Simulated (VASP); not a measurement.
# ScBiF6 in VASP: single point with PBEsol

Aim: the single point of ScBiF6 with PBEsol.

Program: VASP 6.6.1. These are calculated values, not measurements. Logs are shortened: lines on timing, memory, paths and dates and some standing lists are left out, and cuts for length are marked.

## 1. The cell of the first run

The typed cell holds 8 atoms: a = 6.014 Å, b = 6.016 Å, c = 6.042 Å, α = 59.66°, β = 59.83°, γ = 59.82°.

## 2. Single point, PBEsol

Contents of INCAR:

```
PREC = Accurate
ENCUT = 520
EDIFF = 1E-6
ISMEAR = -1
SIGMA = 0.05
LREAL = False
LASPH = True
NELM = 100
ALGO = Normal
ISIF = 2
LWAVE = False
LCHARG = False
GGA = PS
NBANDS = 44
```

Contents of KPOINTS:

```
Automatic mesh
0
Gamma
  4 4 4
```

Contents of POSCAR:

```
ScBiF6
1.0
    0.0163771249      4.2569372904      4.2482097381
    4.2638784464      0.0211330394      4.2436407839
    4.2782846724      4.2668922100      0.0066342984
Sc Bi F
1 1 6
Direct
    0.4995149634      0.4967030093      0.5123294329
   -0.0004785243     -0.0033173759      0.0123420976
    0.7458980473      0.2816568664      0.2563721019
    0.2531021715      0.7117790624      0.7682661405
    0.2343843186      0.7124169765      0.3066249103
    0.7646251596      0.2809692737      0.7180865987
    0.3047895174      0.2205847168      0.7566061160
    0.6942201979      0.7728136175      0.2679999511
```

Potentials or basis: VASP PAW PBE potentials, release 64 (Sc_sv, Bi_d, F).

On the command line:

```
$ cat potpaw_PBE.64/Sc_sv/POTCAR potpaw_PBE.64/Bi_d/POTCAR potpaw_PBE.64/F/POTCAR > POTCAR
$ mpirun -np 1 vasp_std > vasp.out
```

OUTCAR:

```text
PREC = Accurate
   ENCUT = 520
   EDIFF = 1E-6
   ISMEAR = -1
   LREAL = False
   LASPH = True
   NELM = 100
   ISIF = 2
   GGA = PS

 ion  position               nearest neighbor table
   1  0.500  0.497  0.512-   8 2.01   7 2.01   3 2.01   4 2.01   5 2.01   6 2.01
   2  1.000  0.997  0.012-   4 2.26   3 2.26   7 2.26   8 2.26   5 2.26   6 2.26
   3  0.746  0.282  0.256-   1 2.01   2 2.26
   4  0.253  0.712  0.768-   1 2.01   2 2.26
   5  0.234  0.712  0.307-   1 2.01   2 2.26
   6  0.765  0.281  0.718-   1 2.01   2 2.26
   7  0.305  0.221  0.757-   1 2.01   2 2.26
   8  0.694  0.773  0.268-   1 2.01   2 2.26

  LATTYP: Found a triclinic cell.
 ALAT       =     6.0128959125
 B/A-ratio  =     2.4456125448
 C/A-ratio  =     1.0049004041
 COS(alpha) =     0.0009466889
 COS(beta)  =     0.5022554427
 COS(gamma) =     0.8158874071

  Lattice vectors:

 A1 = (  -4.2619075475,  -0.0099549196,   4.2415754397)
 A2 = (  -8.4930317441,   8.4827866218,   8.4943541320)
 A3 = (  -4.2782846724,  -4.2668922100,  -0.0066342984)

Analysis of symmetry for initial positions (statically):
=====================================================================
 Subroutine PRICEL returns:
 Original cell was already a primitive cell.

 Routine SETGRP: Setting up the symmetry group for a
 triclinic supercell.

 Subroutine GETGRP returns: Found  1 space group operations
 (whereof  1 operations were pure point group operations)
 out of a pool of  2 trial point group operations.

The static configuration has the point symmetry C_1 .

Analysis of symmetry for dynamics (positions and initial velocities):
=====================================================================
 Subroutine PRICEL returns:
 Original cell was already a primitive cell.

 Routine SETGRP: Setting up the symmetry group for a
 triclinic supercell.

 Subroutine GETGRP returns: Found  1 space group operations
 (whereof  1 operations were pure point group operations)
 out of a pool of  2 trial point group operations.

The dynamic configuration has the point symmetry C_1 .

 Subroutine INISYM returns: Found  1 space group operations
 (whereof  1 operations are pure point group operations),
 and found     1 'primitive' translations

----------------------------------------------------------------------------------------

                                     Primitive cell

  volume of cell :     153.7756

  direct lattice vectors                    reciprocal lattice vectors
     0.016377125  4.256937290  4.248209738    -0.117749592  0.117880938  0.117724093
     4.263878446  0.021133039  4.243640784     0.117693625 -0.118191302  0.117980399
     4.278284672  4.266892210  0.006634298     0.116891962  0.117342074 -0.118033768

  length of vectors
     6.014072604  6.015778679  6.042361532     0.204009421  0.204304547  0.203383538

  position of ions in fractional coordinates (direct lattice)
     0.499514963  0.496703009  0.512329433
     0.999521476  0.996682624  0.012342098
     0.745898047  0.281656866  0.256372102
     0.253102171  0.711779062  0.768266141
     0.234384319  0.712416977  0.306624910
     0.764625160  0.280969274  0.718086599
     0.304789517  0.220584717  0.756606116
     0.694220198  0.772813617  0.267999951

  ion indices of the primitive-cell ions
   primitive index   ion index
                 1           1
                 2           2
                 3           3
                 4           4
                 5           5
                 6           6
                 7           7
                 8           8

----------------------------------------------------------------------------------------

 KPOINTS: Automatic mesh

Automatic generation of k-mesh.
 Grid dimensions read from file:
 generate k-points for:    4    4    4

 Generating k-lattice:

  Cartesian coordinates                     Fractional coordinates (reciprocal lattice)
    -0.029437398  0.029470234  0.029431023     0.250000000  0.000000000  0.000000000
     0.029423406 -0.029547826  0.029495100     0.000000000  0.250000000 -0.000000000
     0.029222991  0.029335518 -0.029508442    -0.000000000  0.000000000  0.250000000

  Length of vectors
     0.051002355  0.051076137  0.050845885

  Shift w.r.t. Gamma in fractional coordinates (k-lattice)
     0.000000000  0.000000000  0.000000000

 Subroutine IBZKPT returns following result:
 ===========================================

 Found     36 irreducible k-points:

 Following reciprocal coordinates:
            Coordinates               Weight
  0.000000  0.000000  0.000000      1.000000
  0.250000 -0.000000 -0.000000      2.000000
  0.500000 -0.000000 -0.000000      1.000000
 -0.000000  0.250000  0.000000      2.000000
  0.250000  0.250000 -0.000000      2.000000
  0.500000  0.250000 -0.000000      2.000000
[... 16 lines left out ...]
  0.000000 -0.250000  0.250000      2.000000
  0.250000 -0.250000  0.250000      2.000000
 [... further k-points ...]
   k-points           NKPTS =     36   k-points in BZ     NKDIM =     36   number of bands    NBANDS=     44
   number of dos      NEDOS =    301   number of ions     NIONS =      8
   total plane-waves  NPLWV = 110592
   dimension x,y,z NGX =    48 NGY =   48 NGZ =   48
   dimension x,y,z NGXF=    96 NGYF=   96 NGZF=   96
   ions per type =               1   1   6
   NGX,Y,Z   is equivalent  to a cutoff of  13.27, 13.26, 13.21 a.u.
   NGXF,Y,Z  is equivalent  to a cutoff of  26.54, 26.53, 26.41 a.u.
 SYSTEM =  unknown system
   PREC   = accura    normal or accurate (medium, high low for compatibility)
   ISTART =      0    job   : 0-new  1-cont  2-samecut
   ICHARG =      2    charge: 1-file 2-atom 10-const
   ISPIN  =      1    spin polarized calculation?
   LNONCOLLINEAR =      F non collinear calculations
   LSORBIT =      F    spin-orbit coupling
   LASPH  =      T    aspherical Exc in radial PAW
   ENCUT  =  520.0 eV  38.22 Ry    6.18 a.u.  11.18 11.19 11.23*2*pi/ulx,y,z
   NELM   =    100;   NELMIN=  2; NELMDL= -5     # of ELM steps
   EDIFF  = 0.1E-05   stopping-criterion for ELM
   LREAL  =      F    real-space projection
   EDIFFG = 0.1E-04   stopping-criterion for IOM
   NSW    =      0    number of steps for IOM
   IBRION =     -1    ionic relax: 0-MD 1-quasi-New 2-CG
   NFREE  =      0    steps in history (QN), initial steepest desc. (CG)
   ISIF   =      2    stress and relaxation
   ISYM   =      2    0-nonsym 1-usesym 2-fastsym
   POTIM  = 0.5000    time-step for ionic-motion
   TEBEG  =    0.0;   TEEND  =   0.0 temperature during run
   PSTRESS=    0.0 pullay stress
   NELECT =      68.0000    total number of electrons
   NUPDOWN=      -1.0000    fix difference up-down
   EMIN   =  10.00;   EMAX   =-10.00  energy-range for DOS
   EFERMI =   0.00;   METHOD = LEGACY
   ISMEAR =    -1;   SIGMA  =   0.05  broadening in eV -4-tet -1-fermi 0-gaus
   EFERMI_NEDOS =   21; number of points for ismear=-14 and -15
   IALGO  =     38    algorithm
   IMIX   =      4    mixing-type and parameters
     AMIX     =   0.40;   BMIX     =  1.00
     AMIX_MAG =   1.60;   BMIX_MAG =  1.00
  volume/ion in A,a.u.               =      19.22       129.72
  Fermi-wavevector in a.u.,A,eV,Ry     =   1.247236  2.356934 21.165190  1.555598
  Thomas-Fermi vector in A             =   2.381377
   LORBIT       =      0    0 simple, 1 ext, 2 COOP (PROOUT), +10 PAW based schemes
   GGA     = PS    functional components
   LHFCALC =     F    Hartree Fock is set to
   AEXX    =    0.0000 exact exchange contribution
   IVDW    =     0    specifies the selected vdW correction
   LEPSILON=     F    determine dielectric tensor
   LRPA    =     F    only Hartree local field effects (RPA)
 non-spin polarized calculation
  energy-cutoff  :      520.00
  volume of cell :      153.78
 maximum number of plane-waves:      4159
 NGX is ok and might be reduce to    48
   NGX = 23   NGY = 23   NGZ = 23

 number of electron      68.0000006 magnetization

 Free energy of the ion-electron system (eV)
  ---------------------------------------------------
  ext. energy  EPLUGINS =         0.00000000
  ---------------------------------------------------
  free energy    TOTEN  =       -47.90625929 eV

  energy without entropy =      -47.90625929  energy(sigma->0) =      -47.90625929

 E-fermi :  -0.7973     XC(G=0):  -7.8727

 val. band max:       -1.8603349940   @ k =   0.5000   0.5000   0.5000
 cond. band min:       3.4207114022   @ k =  -0.0000   0.5000   0.0000
 fundamental gap:      5.2810463962
 Fermi energy:        -0.7972844422

 k-point     1 :       0.0000    0.0000    0.0000
  band No.  band energies     occupation
      1     -48.6787      2.00000
      2     -27.6816      2.00000
      3     -27.6805      2.00000
      4     -27.6794      2.00000
      5     -23.5807      2.00000
      6     -23.5794      2.00000
[... 36 lines left out ...]
     43       6.3124      0.00000
     44       8.5006      0.00000

 k-point     2 :       0.2500   -0.0000   -0.0000
  band No.  band energies     occupation
      1     -48.6787      2.00000
      2     -27.6836      2.00000
      3     -27.6820      2.00000
      4     -27.6807      2.00000
      5     -23.5141      2.00000
      6     -23.5133      2.00000
[... 36 lines left out ...]
     43       6.7289      0.00000
     44       8.3361      0.00000

 k-point     3 :       0.5000   -0.0000   -0.0000
  band No.  band energies     occupation
      1     -48.6787      2.00000
      2     -27.6857      2.00000
      3     -27.6833      2.00000
      4     -27.6820      2.00000
      5     -23.4302      2.00000
      6     -23.4291      2.00000
[... 976 lines left out ...]
     43       7.3030      0.00000
     44       8.2587      0.00000

 k-point    24 :       0.2500   -0.2500    0.2500
  band No.  band energies     occupation
      1     -48.6787      2.00000
      2     -27.6836      2.00000
      3     -27.6826      2.00000
      4     -27.6810      2.00000
      5     -23.5418      2.00000
      6     -23.5131      2.00000
[... 36 lines left out ...]
     43       7.6084      0.00000
     44       8.2535      0.00000

 [... further k-points ...]

------------------------ aborting loop because EDIFF is reached ----------------------------------------

  FORCE on cell =-STRESS in cart. coord.  units (eV):
  Direction    XX          YY          ZZ          XY          YZ          ZX
  --------------------------------------------------------------------------------------
  -------------------------------------------------------------------------------------
  Total        0.1287869      0.1167183      0.1772845     -0.0075982     -0.0133908      0.0110210
  in kB        1.3418219      1.2160795      1.8471145     -0.0791650     -0.1395179      0.1148273
  external PRESSURE =       1.4683386 kB  Pullay stress =       0.0000000 kB

 VOLUME and BASIS-vectors are now :
 -----------------------------------------------------------------------------
  energy-cutoff  :      520.00
  volume of cell :      153.78
      direct lattice vectors                 reciprocal lattice vectors
     0.016377125  4.256937290  4.248209738    -0.117749592  0.117880938  0.117724093
     4.263878446  0.021133039  4.243640784     0.117693625 -0.118191302  0.117980399
     4.278284672  4.266892210  0.006634298     0.116891962  0.117342074 -0.118033768

 POSITION                                       TOTAL-FORCE (eV/Angst)
 -----------------------------------------------------------------------------------
      4.31795      4.32296      4.23327        -0.000361      0.000833     -0.000650
      4.31891      4.32863      8.47582         0.000717     -0.000875      0.000581
      2.31000      4.27511      4.36568        -0.051769     -0.006052      0.005486
      6.32595      4.37059      4.10086         0.051014      0.006242     -0.005489
      4.35333      2.32115      4.02099        -0.002864     -0.049455     -0.006193
      4.28272      6.32490      4.44538         0.003052      0.048840      0.005896
      4.18251      4.53049      2.23591        -0.004668      0.006962     -0.053572
      4.45313      4.11511      6.23051         0.004880     -0.006495      0.053941
 -----------------------------------------------------------------------------------
    total drift:                                0.000657     -0.000206      0.001181

  FREE ENERGIE OF THE ION-ELECTRON SYSTEM (eV)
  ---------------------------------------------------
  free  energy   TOTEN  =       -47.9062592869 eV

  energy  without entropy=      -47.9062592868  energy(sigma->0) =      -47.90625929
```

Wall time 3.2 min (1 thread of Intel Xeon Platinum 8488C (Sapphire Rapids), shared host); peak memory 0.45 GiB.

What came out:

| Property | Result |
| --- | --- |
| Free energy | -47.9063 eV |
| Pressure | 0.1 GPa |
| Largest force | 0.055 eV/Å |
| Band gap on the k mesh | 5.28 eV (least direct gap 5.30 eV) |

Forces on the atoms (eV/Å):
```
Sc   0.000  0.001 -0.001
Bi   0.001 -0.001  0.001
F   -0.052 -0.006  0.005
F    0.051  0.006 -0.005
F   -0.003 -0.049 -0.006
F    0.003  0.049  0.006
F   -0.005  0.007 -0.054
F    0.005 -0.006  0.054
```

Levels at points of the mesh, in eV from the valence-band top:
```tsv
k point	band 32	band 33	band 34	band 35	band 36	band 37
(0.00, 0.00, 0.00)	-1.28	-1.27	-0.77	5.93	5.93	5.93
(0.50, 0.00, 0.00)	-1.52	-1.44	-0.01	5.29	5.48	5.70
(0.00, 0.50, 0.00)	-1.54	-1.45	-0.01	5.28	5.48	5.73
(0.50, 0.50, 0.00)	-1.67	-1.28	-0.94	5.94	6.02	6.02
(0.00, 0.00, 0.50)	-1.54	-1.46	0.00	5.30	5.52	5.69
(0.50, 0.00, 0.50)	-1.67	-1.34	-0.89	5.94	6.02	6.02
(0.00, 0.50, 0.50)	-1.67	-1.42	-0.83	5.95	6.02	6.02
(0.50, 0.50, 0.50)	-1.55	-1.47	0.00	5.30	5.54	5.67
```

Caveat: the PAW data sets were made with another functional, which shifts forces and pressure a little; spin-orbit coupling is left out, which moves the levels of the heavy elements. A k mesh can miss the band edges.
